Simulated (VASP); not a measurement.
# P (R-3m) in VASP: settings compared

The runs below take P through relaxation of cell and atoms, single point, with PBEsol, BHLYP.

Program: VASP 6.6.1. These are calculated values, not measurements. Logs are shortened: lines on timing, memory, paths and dates and some standing lists are left out, and cuts for length are marked.

### 1 The cell of the first run

Symmetry: R-3m, No. 166, trigonal system. The conventional cell has a = 3.451 Å, b = 3.451 Å, c = 9.389 Å, α = 90.00°, β = 90.00°, γ = 120.00°. Within 3.0 Å of P (site symmetry 3m) lie 6 P at 2.29 to 2.82 Å.

### 2 Relaxation of cell and atoms, PBEsol, target pressure 5 GPa, at which the enthalpy is minimised

The input, INCAR:

```
SYSTEM = P
ALGO = Normal
EDIFF = 1E-6
EDIFFG = -0.01
ENCUT = 600
GGA = PS
IBRION = 2
ISIF = 3
ISMEAR = -1
LASPH = .True.
LCHARG = .False.
LREAL = .False.
LWAVE = .False.
NELM = 80
NSW = 60
PREC = Accurate
PSTRESS = 50.0
SIGMA = 0.05
```

The input, KPOINTS:

```
k-points
0
Gamma
  9 9 9
  0 0 0
```

The input, POSCAR:

```
P
1.0
    1.7257251780      0.9963478961      3.1296800121
   -1.7257251780      0.9963478961      3.1296800121
    0.0000000000     -1.9926957921      3.1296800121
P
2
Direct
    0.7729197500      0.7729197500      0.7729197500
    0.2270802500      0.2270802500      0.2270802500
```

Potentials or basis: VASP PAW PBE potentials, release 64 (P).

The run is started by

```console
$ cat potpaw_PBE.64/P/POTCAR > POTCAR
$ mpirun -np 1 vasp_std > vasp.out
```

OUTCAR:

```text
SYSTEM = P
   EDIFF = 1E-6
   EDIFFG = -0.01
   ENCUT = 600
   GGA = PS
   IBRION = 2
   ISIF = 3
   ISMEAR = -1
   LASPH = .True.
   LREAL = .False.
   NELM = 80
   NSW = 60
   PREC = Accurate
   PSTRESS = 50.0

 ion  position               nearest neighbor table
   1  0.773  0.773  0.773-   2 2.29   2 2.29   2 2.29   2 2.82   2 2.82   2 2.82
   2  0.227  0.227  0.227-   1 2.29   1 2.29   1 2.29   1 2.82   1 2.82   1 2.82

  LATTYP: Found a trigonal (rhomboedric) cell.
 ALAT       =     3.7102201415
 COS(alpha) =     0.5673129383

  Lattice vectors:

 A1 = (   1.7257251780,   0.9963478961,   3.1296800121)
 A2 = (  -1.7257251780,   0.9963478961,   3.1296800121)
 A3 = (   0.0000000000,  -1.9926957921,   3.1296800121)

Analysis of symmetry for initial positions (statically):
=====================================================================
 Subroutine PRICEL returns:
 Original cell was already a primitive cell.

 Routine SETGRP: Setting up the symmetry group for a
 trigonal (rhombohedral) supercell.

 Subroutine GETGRP returns: Found 12 space group operations
 (whereof 12 operations were pure point group operations)
 out of a pool of 12 trial point group operations.

The static configuration has the point symmetry D_3d.

Analysis of symmetry for dynamics (positions and initial velocities):
=====================================================================
 Subroutine PRICEL returns:
 Original cell was already a primitive cell.

 Routine SETGRP: Setting up the symmetry group for a
 trigonal (rhombohedral) supercell.

 Subroutine GETGRP returns: Found 12 space group operations
 (whereof 12 operations were pure point group operations)
 out of a pool of 12 trial point group operations.

The dynamic configuration has the point symmetry D_3d.

 Subroutine INISYM returns: Found 12 space group operations
 (whereof 12 operations are pure point group operations),
 and found     1 'primitive' translations

----------------------------------------------------------------------------------------

                                     Primitive cell

  volume of cell :      32.2875

  direct lattice vectors                    reciprocal lattice vectors
     1.725725178  0.996347896  3.129680012     0.289733271  0.167277582  0.106507161
    -1.725725178  0.996347896  3.129680012    -0.289733271  0.167277582  0.106507161
     0.000000000 -1.992695792  3.129680012     0.000000000 -0.334555164  0.106507161

  length of vectors
     3.710220141  3.710220141  3.710220141     0.351099605  0.351099605  0.351099605

  position of ions in fractional coordinates (direct lattice)
     0.772919750  0.772919750  0.772919750
     0.227080250  0.227080250  0.227080250

  ion indices of the primitive-cell ions
   primitive index   ion index
                 1           1
                 2           2

----------------------------------------------------------------------------------------

 KPOINTS: k-points

Automatic generation of k-mesh.
 Grid dimensions read from file:
 generate k-points for:    9    9    9

 Generating k-lattice:

  Cartesian coordinates                     Fractional coordinates (reciprocal lattice)
     0.032192586  0.018586398  0.011834129     0.111111111  0.000000000  0.000000000
    -0.032192586  0.018586398  0.011834129     0.000000000  0.111111111  0.000000000
     0.000000000 -0.037172796  0.011834129    -0.000000000 -0.000000000  0.111111111

  Length of vectors
     0.039011067  0.039011067  0.039011067

  Shift w.r.t. Gamma in fractional coordinates (k-lattice)
     0.000000000  0.000000000  0.000000000

 Subroutine IBZKPT returns following result:
 ===========================================

 Found     85 irreducible k-points:

 Following reciprocal coordinates:
            Coordinates               Weight
  0.000000  0.000000  0.000000      1.000000
  0.111111 -0.000000  0.000000      6.000000
  0.222222  0.000000  0.000000      6.000000
  0.333333 -0.000000 -0.000000      6.000000
  0.444444  0.000000  0.000000      6.000000
  0.111111  0.111111  0.000000      6.000000
[... 16 lines left out ...]
 -0.333333  0.333333  0.000000      6.000000
  0.444444  0.444444  0.000000      6.000000
 [... further k-points ...]
   k-points           NKPTS =     85   k-points in BZ     NKDIM =     85   number of bands    NBANDS=      9
   number of dos      NEDOS =    301   number of ions     NIONS =      2
   total plane-waves  NPLWV =  27000
   dimension x,y,z NGX =    30 NGY =   30 NGZ =   30
   dimension x,y,z NGXF=    60 NGYF=   60 NGZF=   60
   ions per type =               2
   NGX,Y,Z   is equivalent  to a cutoff of  13.44, 13.44, 13.44 a.u.
   NGXF,Y,Z  is equivalent  to a cutoff of  26.88, 26.88, 26.88 a.u.
 SYSTEM =  P
   PREC   = accura    normal or accurate (medium, high low for compatibility)
   ISTART =      0    job   : 0-new  1-cont  2-samecut
   ICHARG =      2    charge: 1-file 2-atom 10-const
   ISPIN  =      1    spin polarized calculation?
   LNONCOLLINEAR =      F non collinear calculations
   LSORBIT =      F    spin-orbit coupling
   LASPH  =      T    aspherical Exc in radial PAW
   ENCUT  =  600.0 eV  44.10 Ry    6.64 a.u.   7.41  7.41  7.41*2*pi/ulx,y,z
   NELM   =     80;   NELMIN=  2; NELMDL= -5     # of ELM steps
   EDIFF  = 0.1E-05   stopping-criterion for ELM
   LREAL  =      F    real-space projection
   EDIFFG = -.1E-01   stopping-criterion for IOM
   NSW    =     60    number of steps for IOM
   IBRION =      2    ionic relax: 0-MD 1-quasi-New 2-CG
   NFREE  =      1    steps in history (QN), initial steepest desc. (CG)
   ISIF   =      3    stress and relaxation
   ISYM   =      2    0-nonsym 1-usesym 2-fastsym
   POTIM  = 0.5000    time-step for ionic-motion
   TEBEG  =    0.0;   TEEND  =   0.0 temperature during run
   PSTRESS=   50.0 pullay stress
   NELECT =      10.0000    total number of electrons
   NUPDOWN=      -1.0000    fix difference up-down
   EMIN   =  10.00;   EMAX   =-10.00  energy-range for DOS
   EFERMI =   0.00;   METHOD = LEGACY
   ISMEAR =    -1;   SIGMA  =   0.05  broadening in eV -4-tet -1-fermi 0-gaus
   EFERMI_NEDOS =   21; number of points for ismear=-14 and -15
   IALGO  =     38    algorithm
   IMIX   =      4    mixing-type and parameters
     AMIX     =   0.40;   BMIX     =  1.00
     AMIX_MAG =   1.60;   BMIX_MAG =  1.00
  volume/ion in A,a.u.               =      16.14       108.94
  Fermi-wavevector in a.u.,A,eV,Ry     =   1.107636  2.093128 16.692396  1.226857
  Thomas-Fermi vector in A             =   2.244152
   LORBIT       =      0    0 simple, 1 ext, 2 COOP (PROOUT), +10 PAW based schemes
   GGA     = PS    functional components
   LHFCALC =     F    Hartree Fock is set to
   AEXX    =    0.0000 exact exchange contribution
   IVDW    =     0    specifies the selected vdW correction
   LEPSILON=     F    determine dielectric tensor
   LRPA    =     F    only Hartree local field effects (RPA)
 conjugate gradient relaxation of ions
 non-spin polarized calculation
  energy-cutoff  :      600.00
  volume of cell :       32.29
 maximum number of plane-waves:      1090
 NGX is ok and might be reduce to    30
   NGX = 15   NGY = 15   NGZ = 15

--------------------------------------- Ionic step        1  -------------------------------------------

 number of electron      10.0000000 magnetization

 Free energy of the ion-electron system (eV)
  ---------------------------------------------------
  ext. energy  EPLUGINS =         0.00000000
  ---------------------------------------------------
  free energy    TOTEN  =       -11.56294258 eV

  energy without entropy =      -11.56046979  energy(sigma->0) =      -11.56170619

 E-fermi :   8.9369     XC(G=0): -10.8717

 val. band max:        8.8435938778   @ k =   0.4444   0.4444   0.4444
 cond. band min:       8.9526557367   @ k =   0.4444   0.4444   0.0000
 fundamental gap:      0.1090618589
 Fermi energy:         8.9368585613

 k-point     1 :       0.0000    0.0000    0.0000
  band No.  band energies     occupation
      1      -7.6187      2.00000
      2       5.3262      2.00000
      3       5.7658      2.00000
      4       6.0330      2.00000
      5       6.0330      2.00000
      6      10.2200      0.00000
      7      11.5380      0.00000
      8      11.5380      0.00000
      9      14.6858      0.00000
[... 265 lines left out ...]
 k-point    24 :       0.4444    0.4444    0.0000
  band No.  band energies     occupation
      1      -4.1903      2.00000
      2      -0.8322      2.00000
      3       2.1695      2.00000
      4       3.5424      2.00000
      5       3.6293      2.00000
      6       8.9527      0.84333
      7      14.9248      0.00000
      8      16.2134      0.00000
      9      16.7779      0.00000

 [... further k-points ...]
[... 5 lines left out ...]
  --------------------------------------------------------------------------------------
  -------------------------------------------------------------------------------------
  Total       -0.2491316     -0.2491316     -0.5651744      0.0000000     -0.0000000      0.0000000
  in kB      -12.3624807    -12.3624807    -28.0452470      0.0000000     -0.0000000      0.0000000
  external PRESSURE =     -67.5900695 kB  Pullay stress =      50.0000000 kB
[... 97 lines left out ...]
  energy  without entropy=      -11.5392984101  energy(sigma->0) =      -11.54101572

  enthalpy is  TOTEN    =       -10.6171554713 eV   P V=        0.9255775608

[... ionic steps 4 to 9 ...]

--------------------------------------- Ionic step       10  -------------------------------------------

 number of electron      10.0000000 magnetization

------------------------ aborting loop because EDIFF is reached ----------------------------------------
[... 71 lines left out ...]
--------------------------------------- Ionic step       12  -------------------------------------------

 number of electron      10.0000000 magnetization

 Free energy of the ion-electron system (eV)
  ---------------------------------------------------
  ext. energy  EPLUGINS =         0.00000000
  ---------------------------------------------------
  free energy    TOTEN  =       -11.54941032 eV

  energy without entropy =      -11.54458251  energy(sigma->0) =      -11.54699641

 E-fermi :  10.4635     XC(G=0): -11.5531

 val. band max:       10.4468322166   @ k =  -0.3333   0.1111   0.0000
 cond. band min:      10.4767163524   @ k =   0.1111   0.1111   0.1111
 fundamental gap:      0.0298841358
 Fermi energy:        10.4634880209

 k-point     1 :       0.0000    0.0000    0.0000
  band No.  band energies     occupation
      1      -6.7822      2.00000
      2       7.9253      2.00000
      3       7.9253      2.00000
      4       8.0393      2.00000
      5       9.1082      2.00000
      6      13.7195      0.00000
      7      14.3303      0.00000
      8      14.3303      0.00000
      9      15.8592      0.00000
[... 265 lines left out ...]
 k-point    24 :       0.4444    0.4444    0.0000
  band No.  band energies     occupation
      1      -2.6362      2.00000
      2       1.3615      2.00000
      3       3.1761      2.00000
      4       4.7617      2.00000
      5       4.8567      2.00000
      6      10.7383      0.00817
      7      18.3279      0.00000
      8      18.5710      0.00000
      9      19.6360      0.00000

 [... further k-points ...]
[... 5 lines left out ...]
  --------------------------------------------------------------------------------------
  -------------------------------------------------------------------------------------
  Total        0.8889497      0.8889497      0.8664925      0.0000000      0.0000000     -0.0000000
  in kB       51.0557313     51.0557313     49.7659300      0.0000000      0.0000000     -0.0000000
  external PRESSURE =       0.6257975 kB  Pullay stress =      50.0000000 kB
[... 21 lines left out ...]
  energy  without entropy=      -11.5445825070  energy(sigma->0) =      -11.54699641

  enthalpy is  TOTEN    =       -10.6788423149 eV   P V=        0.8705680059

 reached required accuracy - stopping structural energy minimisation
```

It took 92 s on 1 thread of Intel Xeon 6975P-C (Granite Rapids), shared host; peak memory 0.18 GiB.

What came out:

* Free energy: -11.5494 eV
* Relaxed volume: 13.95 Å³/atom
* Relaxed cell: a = 3.414 Å, b = 3.414 Å, c = 3.414 Å, α = 59.62°, β = 59.62°, γ = 59.62°
* Space group after relaxing (to 0.1 Å): R-3m (No. 166)
* Energy change on relaxing (the run minimises the enthalpy): +6.8 meV/atom
* Ionic steps: 12
* Pressure after relaxing: 5.1 GPa
* Largest force after relaxing: 0.006 eV/Å
* Band gap on the k mesh: zero (bands 5 and 6 overlap by 1.89 eV)

Forces in eV/Å, atoms in the order of the input:
```
P    0.000  0.000  0.006
P    0.000  0.000 -0.006
```

Stress tensor (GPa, compression positive):
```
5.11 0.00 0.00
0.00 5.11 0.00
0.00 0.00 4.98
```

Step by step:
| step | energy change (eV) | largest force (eV/Å) | pressure (GPa) | volume (Å³) |
| --- | --- | --- | --- | --- |
| 1 | 0.0000 | 0.2414 | -1.76 | 32.29 |
| 2 | 0.0364 | 0.7389 | 7.75 | 29.21 |
| 3 | 0.0202 | 0.6622 | 6.03 | 29.66 |
| 4 | 0.0028 | 0.2675 | 5.89 | 28.96 |
| 5 | 0.0094 | 0.0457 | 6.55 | 28.39 |
| 6 | 0.0134 | 0.0226 | 6.52 | 28.22 |
| 7 | 0.0223 | 0.0255 | 6.41 | 27.88 |
| 8 | 0.0420 | 0.0402 | 7.22 | 27.20 |
| 9 | 0.0301 | 0.0036 | 6.78 | 27.56 |
| 10 | 0.0024 | 0.1134 | 2.62 | 28.38 |
| 11 | 0.0112 | 0.0656 | 4.39 | 28.02 |
| 12 | 0.0135 | 0.0064 | 5.06 | 27.90 |

Final structure:
```
CELL_PARAMETERS angstrom
1.69726 0.97991 2.79547
-1.69726 0.97991 2.79547
0.00000 -1.95983 2.79547
ATOMIC_POSITIONS crystal
P 0.76030 0.76030 0.76030
P 0.23970 0.23970 0.23970
```

Caveat: the cell is relaxed towards a set pressure, so the run minimises the enthalpy, not the energy; the PAW data sets were made with another functional, which shifts forces and pressure a little.

(Part 1 of 3 ends here.)
